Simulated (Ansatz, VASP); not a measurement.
## Two plane-wave programs on W

```
W
1.0
     3.18342    0.00000    0.00000
     0.00000    3.18342    0.00000
     0.00000    0.00000   23.95850
W
6
Direct
  0.25000 0.25000 0.34047
  0.75000 0.75000 0.39907
  0.25000 0.25000 0.46785
  0.75000 0.75000 0.53215
  0.25000 0.25000 0.60093
  0.75000 0.75000 0.65953
```

Alike in both runs: functional PBE; k mesh 11 × 11 × 1; occupations fermi-dirac, width 0.08 eV; no spin polarisation.

Ansatz relaxed the structure, and its values are those at the end. VASP's run is a single point on that final structure, the one shown.

|  | VASP | Ansatz |
| --- | --- | --- |
| version | VASP 6.6.1 | Ansatz 0.2.0 |
| potentials or method | VASP PAW PBE potentials, release 64 (W_sv) | PAW with Ansatz's default frozen-core files, scalar-relativistic |
| plane-wave cutoff (eV) | 400 | 420 |
| valence electrons in the cell | 84 | 84 |

VASP gave:

```
rms of the force components (eV/Å) : 0.015
```

Q: What did Ansatz give for the same quantities?

A: rms of the force components (eV/Å): 0.003.

The functional is the same, so the differences come from potentials, cutoffs and numerics. Ansatz's warnings: stress scf threshold loose, xc potential rough in thin density.

Spin-orbit coupling is off throughout.
